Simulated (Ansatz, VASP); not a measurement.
**Sc3B2P in VASP and in Ansatz**

INCAR

```
ALGO     = Fast           # electronic algorithm
EDIFF    = 1E-7           # SCF threshold, eV
EDIFFG   = -0.01          # ionic threshold
ENCUT    = 600            # plane-wave cutoff, eV
GGA      = PE             # functional
IBRION   = 2              # ionic algorithm
ISIF     = 3              # what is computed and relaxed
ISMEAR   = 0              # smearing method
LASPH    = T              # aspherical terms in the spheres
LCHARG   = F              # write CHGCAR
LREAL    = F              # projectors in reciprocal space
LWAVE    = F              # write WAVECAR
NELM     = 80             # most SCF steps
NSW      = 100            # ionic steps
PREC     = Accurate       # precision mode
SIGMA    = 0.1            # smearing width, eV
```

File KPOINTS:

```
k-points
0
Gamma
  6 6 12
```

The input POSCAR:

```
Sc3B2P
1.0
    6.4328761072      0.0000000000      0.0000000000
   -3.2164380536      5.5710341283      0.0000000000
    0.0000000000      0.0000000000      2.9783008549
Sc B P
3 2 1
Direct
    0.5000000000      0.0000000000      0.5000000000
    0.5000000000      0.5000000000      0.5000000000
    0.0000000000      0.5000000000      0.5000000000
    0.6666666667      0.3333333333      0.0000000000
    0.3333333333      0.6666666667      0.0000000000
    0.0000000000      0.0000000000      0.0000000000
```

Input for Ansatz:

```yaml
crystal:
  lattice:
    - [6.4328761072, 0.0, 0.0]
    - [-3.2164380536, 5.5710341283, 0.0]
    - [0.0, 0.0, 2.9783008549]
  atoms:
    - { symbol: Sc, position: [0.5, 0.0, 0.5] }
    - { symbol: Sc, position: [0.5, 0.5, 0.5] }
    - { symbol: Sc, position: [0.0, 0.5, 0.5] }
    - { symbol: B, position: [0.6666666667, 0.3333333333, 0.0] }
    - { symbol: B, position: [0.3333333333, 0.6666666667, 0.0] }
    - { symbol: P, position: [0.0, 0.0, 0.0] }
basis:
  ecutwfc: 420
kpoints:
  mp_grid: { grid: [6, 6, 12] }
hamiltonian:
  xc: pbe
scf:
  occupations: { method: gaussian, width: 0.1 }
output:
  forces: true
  stress: true
  eigenvalues: true
  write_density: true
  write_potential: true
  elf: true
  volumetric_format: npy
relax:
  adjacent_minimum: "off"
  f_tol: 0.01
  max_steps: 80
  cell: { stress_tol: 0.05 }
```

Change from the starting cell: species swapped into the PrAl3Ni2 type (P6/mmm, No. 191).

Alike in both runs: task relaxation of cell and atoms; functional PBE; k mesh 6 × 6 × 12; occupations gaussian, width 0.1 eV; no spin polarisation.

```csv
,VASP,Ansatz
version,VASP 6.6.1,Ansatz 0.2.0
potentials or method,"VASP PAW PBE potentials, release 64 (Sc_sv, B, P), cutoff 600 eV","scalar-relativistic, plane waves, PAW"
valence electrons in the cell,44,44
```

Ansatz gave:

| Item | Value |
| --- | --- |
| gap on the k mesh at the Fermi level, each at its own relaxed structure (eV) | none |
| relaxed volume (Å³/atom) | 17.82 |
| relaxed length of the cell vector where the two differ most in proportion (Å) | 3.033 |

What did VASP give for the same quantities?

gap on the k mesh at the Fermi level, each at its own relaxed structure (eV): none; relaxed volume (Å³/atom): 17.86; relaxed length of the cell vector where the two differ most in proportion (Å): 3.036.

A gap of «none» marks a metal or a gap that the smearing closes.
